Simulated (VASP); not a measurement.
# TePbI6 (P1) in VASP: single point with PBEsol

Aim: the single point of TePbI6 with PBEsol.

All numbers are computed with VASP 6.6.1; they aren't measurements. Logs are shortened: lines on timing, memory, paths and dates and some standing lists are left out, and cuts for length are marked.

### Step 1. The cell of the first run

The typed cell holds 8 atoms: a = 4.531 Å, b = 4.550 Å, c = 14.575 Å, α = 90.10°, β = 89.88°, γ = 91.47°.

### Step 2. Single point, PBEsol

INCAR

```
SYSTEM = TePbI6
ALGO     = Normal         ! electronic algorithm
EDIFF    = 1E-6           ! SCF threshold, eV
ENCUT    = 520            ! plane-wave cutoff, eV
GGA      = PS             ! functional
ISIF     = 2              ! what is computed and relaxed
ISMEAR   = -1             ! smearing method
LASPH    = .TRUE.         ! aspherical terms in the spheres
LCHARG   = .FALSE.        ! write CHGCAR
LREAL    = .FALSE.        ! projectors in reciprocal space
LWAVE    = .FALSE.        ! write WAVECAR
NBANDS   = 41             ! bands
NELM     = 100            ! most SCF steps
PREC     = Accurate       ! precision mode
SIGMA    = 0.05           ! smearing width, eV
```

KPOINTS

```
k-points
0
G
  4 4 2
  0 0 0
```

POSCAR

```
TePbI6
1.0
    4.5309071400     -0.0583179113      0.0043547593
   -0.0582971609      4.5496987067     -0.0027456180
    0.0152717141     -0.0153764995     14.5750046737
Te Pb I
1 1 6
Direct
   -0.0048367515      0.0068298993      0.4767951543
    0.0348057500     -0.0312985934      0.0789998353
    0.4987538500      0.5042202945     -0.0039930610
    0.4952411831      0.5067635302      0.4867359243
    0.5074137480     -0.0032444050      0.2394381563
    0.4937916678      0.0081959741      0.7377829188
    0.0059537551      0.4953805412      0.2391024533
   -0.0061377002      0.5082288072      0.7377842931
```

Potentials or basis: VASP PAW PBE potentials, release 64 (Te, Pb_d, I).

Started as:

```bash
> cat potpaw_PBE.64/Te/POTCAR potpaw_PBE.64/Pb_d/POTCAR potpaw_PBE.64/I/POTCAR > POTCAR
> mpirun -np 1 vasp_std > vasp.out
```

OUTCAR:

```text
SYSTEM = TePbI6
   EDIFF = 1E-6
   ENCUT = 520
   GGA = PS
   ISIF = 2
   ISMEAR = -1
   LASPH = .TRUE.
   LREAL = .FALSE.
   NELM = 100
   PREC = Accurate

 ion  position               nearest neighbor table
   1  0.995  0.007  0.477-   4 3.17   4 3.17   4 3.25   4 3.26
   2  0.035  0.969  0.079-   5 3.17   7 3.18   3 3.25   5 3.34   7 3.35   3 3.40   3 3.40   3 3.69

   3  0.499  0.504  0.996-   2 3.25   2 3.40   2 3.40   2 3.69
   4  0.495  0.507  0.487-   1 3.17   1 3.17   1 3.25   1 3.26
   5  0.507  0.997  0.239-   7 3.16   2 3.17   7 3.18   7 3.25   7 3.25   2 3.34
   6  0.494  0.008  0.738-   8 3.17   8 3.17   8 3.25   8 3.25
   7  0.006  0.495  0.239-   5 3.16   5 3.18   2 3.18   5 3.25   5 3.25   2 3.35
   8  0.994  0.508  0.738-   6 3.17   6 3.17   6 3.25   6 3.25

  LATTYP: Found a triclinic cell.
 ALAT       =     4.5312845258
 B/A-ratio  =     1.0041463931
 C/A-ratio  =     3.2165318030
 COS(alpha) =     0.0016717501
 COS(beta)  =     0.0020223330
 COS(gamma) =     0.0256808730

  Lattice vectors:

 A1 = (  -4.5309071400,   0.0583179113,  -0.0043547593)
 A2 = (  -0.0582971609,   4.5496987067,  -0.0027456180)
 A3 = (  -0.0152717141,   0.0153764995, -14.5750046737)

Analysis of symmetry for initial positions (statically):
=====================================================================
 Subroutine PRICEL returns:
 Original cell was already a primitive cell.

 Routine SETGRP: Setting up the symmetry group for a
 triclinic supercell.

 Subroutine GETGRP returns: Found  1 space group operations
 (whereof  1 operations were pure point group operations)
 out of a pool of  2 trial point group operations.

The static configuration has the point symmetry C_1 .

Analysis of symmetry for dynamics (positions and initial velocities):
=====================================================================
 Subroutine PRICEL returns:
 Original cell was already a primitive cell.

 Routine SETGRP: Setting up the symmetry group for a
 triclinic supercell.

 Subroutine GETGRP returns: Found  1 space group operations
 (whereof  1 operations were pure point group operations)
 out of a pool of  2 trial point group operations.

The dynamic configuration has the point symmetry C_1 .

 Subroutine INISYM returns: Found  1 space group operations
 (whereof  1 operations are pure point group operations),
 and found     1 'primitive' translations

----------------------------------------------------------------------------------------

                                     Primitive cell

  volume of cell :     300.4029

  direct lattice vectors                    reciprocal lattice vectors
     4.530907140 -0.058317911  0.004354759     0.220742978  0.002828333 -0.000228311
    -0.058297161  4.549698707 -0.002745618     0.002829256  0.219831165  0.000228955
     0.015271714 -0.015376499 14.575004674    -0.000065421  0.000040566  0.068610724

  length of vectors
     4.531284526  4.550073013 14.575020786     0.220761215  0.219849490  0.068610767

  position of ions in fractional coordinates (direct lattice)
     0.995163248  0.006829899  0.476795154
     0.034805750  0.968701407  0.078999835
     0.498753850  0.504220295  0.996006939
     0.495241183  0.506763530  0.486735924
     0.507413748  0.996755595  0.239438156
     0.493791668  0.008195974  0.737782919
     0.005953755  0.495380541  0.239102453
     0.993862300  0.508228807  0.737784293

  ion indices of the primitive-cell ions
   primitive index   ion index
                 1           1
                 2           2
                 3           3
                 4           4
                 5           5
                 6           6
                 7           7
                 8           8

----------------------------------------------------------------------------------------

 KPOINTS: k-points

Automatic generation of k-mesh.
 Grid dimensions read from file:
 generate k-points for:    4    4    2

 Generating k-lattice:

  Cartesian coordinates                     Fractional coordinates (reciprocal lattice)
     0.055185745  0.000707083 -0.000057078     0.250000000  0.000000000  0.000000000
     0.000707314  0.054957791  0.000057239    -0.000000000  0.250000000  0.000000000
    -0.000032711  0.000020283  0.034305362     0.000000000 -0.000000000  0.500000000

  Length of vectors
     0.055190304  0.054962372  0.034305384

  Shift w.r.t. Gamma in fractional coordinates (k-lattice)
     0.000000000  0.000000000  0.000000000

 Subroutine IBZKPT returns following result:
 ===========================================

 Found     20 irreducible k-points:

 Following reciprocal coordinates:
            Coordinates               Weight
  0.000000  0.000000  0.000000      1.000000
  0.250000  0.000000  0.000000      2.000000
  0.500000  0.000000  0.000000      1.000000
  0.000000  0.250000 -0.000000      2.000000
  0.250000  0.250000  0.000000      2.000000
  0.500000  0.250000  0.000000      2.000000
[... 12 lines left out ...]
  0.250000  0.500000  0.500000      2.000000
  0.500000  0.500000  0.500000      1.000000
   k-points           NKPTS =     20   k-points in BZ     NKDIM =     20   number of bands    NBANDS=     41
   number of dos      NEDOS =    301   number of ions     NIONS =      8
   total plane-waves  NPLWV = 139968
   dimension x,y,z NGX =    36 NGY =   36 NGZ =  108
   dimension x,y,z NGXF=    72 NGYF=   72 NGZF=  216
   ions per type =               1   1   6
   NGX,Y,Z   is equivalent  to a cutoff of  13.21, 13.15, 12.32 a.u.
   NGXF,Y,Z  is equivalent  to a cutoff of  26.42, 26.31, 24.64 a.u.
 SYSTEM =  TePbI6
   PREC   = accura    normal or accurate (medium, high low for compatibility)
   ISTART =      0    job   : 0-new  1-cont  2-samecut
   ICHARG =      2    charge: 1-file 2-atom 10-const
   ISPIN  =      1    spin polarized calculation?
   LNONCOLLINEAR =      F non collinear calculations
   LSORBIT =      F    spin-orbit coupling
   LASPH  =      T    aspherical Exc in radial PAW
   ENCUT  =  520.0 eV  38.22 Ry    6.18 a.u.   8.43  8.46 27.10*2*pi/ulx,y,z
   NELM   =    100;   NELMIN=  2; NELMDL= -5     # of ELM steps
   EDIFF  = 0.1E-05   stopping-criterion for ELM
   LREAL  =      F    real-space projection
   EDIFFG = 0.1E-04   stopping-criterion for IOM
   NSW    =      0    number of steps for IOM
   IBRION =     -1    ionic relax: 0-MD 1-quasi-New 2-CG
   NFREE  =      0    steps in history (QN), initial steepest desc. (CG)
   ISIF   =      2    stress and relaxation
   ISYM   =      2    0-nonsym 1-usesym 2-fastsym
   POTIM  = 0.5000    time-step for ionic-motion
   TEBEG  =    0.0;   TEEND  =   0.0 temperature during run
   PSTRESS=    0.0 pullay stress
   NELECT =      62.0000    total number of electrons
   NUPDOWN=      -1.0000    fix difference up-down
   EMIN   =  10.00;   EMAX   =-10.00  energy-range for DOS
   EFERMI =   0.00;   METHOD = LEGACY
   ISMEAR =    -1;   SIGMA  =   0.05  broadening in eV -4-tet -1-fermi 0-gaus
   EFERMI_NEDOS =   21; number of points for ismear=-14 and -15
   IALGO  =     38    algorithm
   IMIX   =      4    mixing-type and parameters
     AMIX     =   0.40;   BMIX     =  1.00
     AMIX_MAG =   1.60;   BMIX_MAG =  1.00
  volume/ion in A,a.u.               =      37.55       253.40
  Fermi-wavevector in a.u.,A,eV,Ry     =   0.967470  1.828252 12.735019  0.935997
  Thomas-Fermi vector in A             =   2.097358
   LORBIT       =      0    0 simple, 1 ext, 2 COOP (PROOUT), +10 PAW based schemes
   GGA     = PS    functional components
   LHFCALC =     F    Hartree Fock is set to
   AEXX    =    0.0000 exact exchange contribution
   IVDW    =     0    specifies the selected vdW correction
   LEPSILON=     F    determine dielectric tensor
   LRPA    =     F    only Hartree local field effects (RPA)
 non-spin polarized calculation
  energy-cutoff  :      520.00
  volume of cell :      300.40
 maximum number of plane-waves:      8109
 NGX is ok and might be reduce to    36
   NGX = 17   NGY = 17   NGZ = 55

 number of electron      61.9999996 magnetization

 Free energy of the ion-electron system (eV)
  ---------------------------------------------------
  ext. energy  EPLUGINS =         0.00000000
  ---------------------------------------------------
  free energy    TOTEN  =       -18.21693299 eV

  energy without entropy =      -18.17072411  energy(sigma->0) =      -18.19382855

 E-fermi :   4.4960     XC(G=0):  -8.8036

 val. band max:        4.4854996993   @ k =   0.5000   0.2500   0.0000
 cond. band min:       4.5014159714   @ k =   0.2500   0.5000   0.5000
 fundamental gap:      0.0159162721
 Fermi energy:         4.4960394437

 k-point     1 :       0.0000    0.0000    0.0000
  band No.  band energies     occupation
      1     -12.9408      2.00000
      2     -12.9287      2.00000
      3     -12.9231      2.00000
      4     -12.9164      2.00000
      5     -12.8928      2.00000
      6     -10.0668      2.00000
[... 33 lines left out ...]
     40       8.5557      0.00000
     41       9.1531      0.00000

 k-point     2 :       0.2500    0.0000    0.0000
  band No.  band energies     occupation
      1     -12.9437      2.00000
      2     -12.9294      2.00000
      3     -12.9234      2.00000
      4     -12.9096      2.00000
      5     -12.8973      2.00000
      6      -9.7272      2.00000
[... 33 lines left out ...]
     40       9.5066      0.00000
     41       9.7766      0.00000

 k-point     3 :       0.5000    0.0000    0.0000
  band No.  band energies     occupation
      1     -12.9517      2.00000
      2     -12.9285      2.00000
      3     -12.9226      2.00000
      4     -12.9019      2.00000
      5     -12.9001      2.00000
      6      -8.8562      2.00000
[... 699 lines left out ...]
      2     -12.9357      2.00000
      3     -12.9215      2.00000
      4     -12.9114      2.00000
      5     -12.8923      2.00000
      6      -8.7543      2.00000
[... 33 lines left out ...]
     40       9.9746      0.00000
     41      10.3885      0.00000

 k-point    20 :       0.5000    0.5000    0.5000
  band No.  band energies     occupation
      1     -12.9503      2.00000
      2     -12.9419      2.00000
      3     -12.9212      2.00000
      4     -12.9184      2.00000
      5     -12.8830      2.00000
      6      -8.6252      2.00000
[... 33 lines left out ...]
     40       9.4531      0.00000
     41       9.5521      0.00000

------------------------ aborting loop because EDIFF is reached ----------------------------------------

  FORCE on cell =-STRESS in cart. coord.  units (eV):
  Direction    XX          YY          ZZ          XY          YZ          ZX
  --------------------------------------------------------------------------------------
  -------------------------------------------------------------------------------------
  Total        0.0068996     -0.0092516      0.0579024     -0.0284747      0.0003471     -0.0005265
  in kB        0.0367986     -0.0493430      0.3088182     -0.1518676      0.0018512     -0.0028082
  external PRESSURE =       0.0987579 kB  Pullay stress =       0.0000000 kB

 VOLUME and BASIS-vectors are now :
 -----------------------------------------------------------------------------
  energy-cutoff  :      520.00
  volume of cell :      300.40
      direct lattice vectors                 reciprocal lattice vectors
     4.530907140 -0.058317911  0.004354759     0.220742978  0.002828333 -0.000228311
    -0.058297161  4.549698707 -0.002745618     0.002829256  0.219831165  0.000228955
     0.015271714 -0.015376499 14.575004674    -0.000065421  0.000040566  0.068610724

 POSITION                                       TOTAL-FORCE (eV/Angst)
 -----------------------------------------------------------------------------------
      4.51588     -0.03429      6.95361         0.001193     -0.000646      0.003957
      0.10244      4.40405      1.14891        -0.003383      0.000892     -0.007285
      2.24562      2.24965     14.51759         0.003909     -0.002615     -0.003005
      2.22178      2.26926      7.09494         0.000226     -0.000147      0.002884
      2.24459      4.50166      3.48929        -0.001835      0.000286      0.002079
      2.24811     -0.00285     10.75532         0.000959      0.000878     -0.000244
      0.00175      2.24981      3.48359         0.000356      0.001838      0.002370
      4.48474      2.24298     10.75614        -0.001425     -0.000486     -0.000755
 -----------------------------------------------------------------------------------
    total drift:                               -0.000210      0.000232     -0.000671

  FREE ENERGIE OF THE ION-ELECTRON SYSTEM (eV)
  ---------------------------------------------------
  free  energy   TOTEN  =       -18.2169329878 eV

  energy  without entropy=      -18.1707241103  energy(sigma->0) =      -18.19382855
```

Wall time 2.5 min (1 thread of AMD EPYC 9R45 (Zen 5), shared host); peak memory 0.46 GiB.

Results:

| Property | Result |
| --- | --- |
| Free energy | -18.2169 eV |
| Pressure | 0.0 GPa |
| Largest force | 0.008 eV/Å |
| Band gap on the k mesh | zero (bands 31 and 32 overlap by 2.78 eV) |

Forces on the atoms (eV/Å):
```
Te   0.001 -0.001  0.004
Pb  -0.003  0.001 -0.007
I    0.004 -0.003 -0.003
I    0.000  0.000  0.003
I   -0.002  0.000  0.002
I    0.001  0.001  0.000
I    0.000  0.002  0.002
I   -0.001  0.000 -0.001
```

Caveat: the PAW data sets were made with another functional, which shifts forces and pressure a little; spin-orbit coupling is left out, which moves the levels of the heavy elements.
